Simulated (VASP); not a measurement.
Set up this calculation in VASP 6.6.1, as the native input.

```yaml
Task: single point
Functional: r2SCAN
Potentials_or_basis: VASP PAW PBE potentials, release 64 (Ta_pv, Si)
Cutoff: 520 eV
k_mesh: 5 × 5 × 3
Occupations: fermi-dirac, width 0.05 eV
Spin: no spin polarisation
Hubbard_terms: Ta d U = 6.0 eV
Dipole_correction: no
Further_INCAR_settings: ALGO = Normal; EDIFF = 1e-06; NBANDS = 38
```

Crystal: TaSi2.

```
CELL_PARAMETERS angstrom
4.78000 0.00000 0.00000
-2.39000 4.13960 0.00000
0.00000 0.00000 6.56400
ATOMIC_POSITIONS crystal
Ta 0.00000 0.50000 0.16667
Ta 0.50000 0.50000 0.83333
Ta 0.50000 0.00000 0.50000
Si 0.33330 0.16665 0.16667
Si 0.16665 0.83335 0.83333
Si 0.83335 0.66670 0.50000
Si 0.66670 0.83335 0.16667
Si 0.83335 0.16665 0.83333
Si 0.16665 0.33330 0.50000
```

These files were run (other wordings do the same):

POSCAR

```
TaSi2
1.0
    4.7800000000      0.0000000000      0.0000000000
   -2.3900000000      4.1396014301      0.0000000000
    0.0000000000      0.0000000000      6.5640000000
Ta Si
3 6
Direct
    0.0000000000      0.5000000000      0.1666666667
    0.5000000000      0.5000000000      0.8333333333
    0.5000000000      0.0000000000      0.5000000000
    0.3333000000      0.1666500000      0.1666666667
    0.1666500000      0.8333500000      0.8333333333
    0.8333500000      0.6667000000      0.5000000000
    0.6667000000      0.8333500000      0.1666666667
    0.8333500000      0.1666500000      0.8333333333
    0.1666500000      0.3333000000      0.5000000000
```

INCAR.step1

```
SYSTEM = TaSi2
ALGO     = Normal         ! electronic algorithm
EDIFF    = 1E-4           ! SCF threshold, eV
ENCUT    = 520            ! plane-wave cutoff, eV
GGA      = PE             ! functional
ISMEAR   = -1             ! smearing method
LASPH    = .True.         ! aspherical terms in the spheres
LCHARG   = .False.        ! write CHGCAR
LDAU     = .True.         ! DFT+U
LDAUJ    = 0 0          
LDAUL    = 2 -1           ! shell
LDAUTYPE = 2            
LDAUU    = 6 0            ! U, eV
LMAXMIX  = 4              ! l up to which the mixer works
LREAL    = .False.        ! projectors in reciprocal space
LWAVE    = .True.         ! write WAVECAR
NBANDS   = 38             ! bands
NELM     = 150            ! most SCF steps
PREC     = Accurate       ! precision mode
SIGMA    = 0.05           ! smearing width, eV
```

INCAR.step2

```
SYSTEM = TaSi2
ALGO     = Normal         ! electronic algorithm
EDIFF    = 1E-6           ! SCF threshold, eV
ENCUT    = 520            ! plane-wave cutoff, eV
ISIF     = 2              ! what is computed and relaxed
ISMEAR   = -1             ! smearing method
ISTART   = 1            
LASPH    = .True.         ! aspherical terms in the spheres
LCHARG   = .False.        ! write CHGCAR
LDAU     = .True.         ! DFT+U
LDAUJ    = 0 0          
LDAUL    = 2 -1           ! shell
LDAUPRINT= 1            
LDAUTYPE = 2            
LDAUU    = 6 0            ! U, eV
LMAXMIX  = 4              ! l up to which the mixer works
LMIXTAU  = .True.       
LREAL    = .False.        ! projectors in reciprocal space
LWAVE    = .False.        ! write WAVECAR
METAGGA  = R2SCAN         ! meta-GGA
NBANDS   = 38             ! bands
NELM     = 150            ! most SCF steps
PREC     = Accurate       ! precision mode
SIGMA    = 0.05           ! smearing width, eV
```

KPOINTS

```
k-points
0
Gamma
  5 5 3
  0 0 0
```

Potentials or basis: VASP PAW PBE potentials, release 64 (Ta_pv, Si).

Command:

```console
$ cat potpaw_PBE.64/Ta_pv/POTCAR potpaw_PBE.64/Si/POTCAR > POTCAR
$ cp INCAR.step1 INCAR
$ mpirun -np 1 vasp_std > vasp.out
$ cp INCAR.step2 INCAR
$ mpirun -np 1 vasp_std > vasp.out
```

It gave:

- Pressure: 9.6 GPa
- Largest force: 1.013 eV/Å
- Band gap on the k mesh: zero (an odd number of electrons rules out a gap without spin polarisation)

Caveat: the cell stands under pressure; the PAW data sets were made with another functional, which shifts forces and pressure a little; spin-orbit coupling is left out, which moves the levels of the heavy elements; U without spin polarisation on a metal has little footing; the U is typed as a test and isn't derived for this compound.

Wall time 89 s on 1 thread of Intel(R) Xeon(R) 6975P-C (Granite Rapids), on a shared host, peak memory 0.26 GiB.
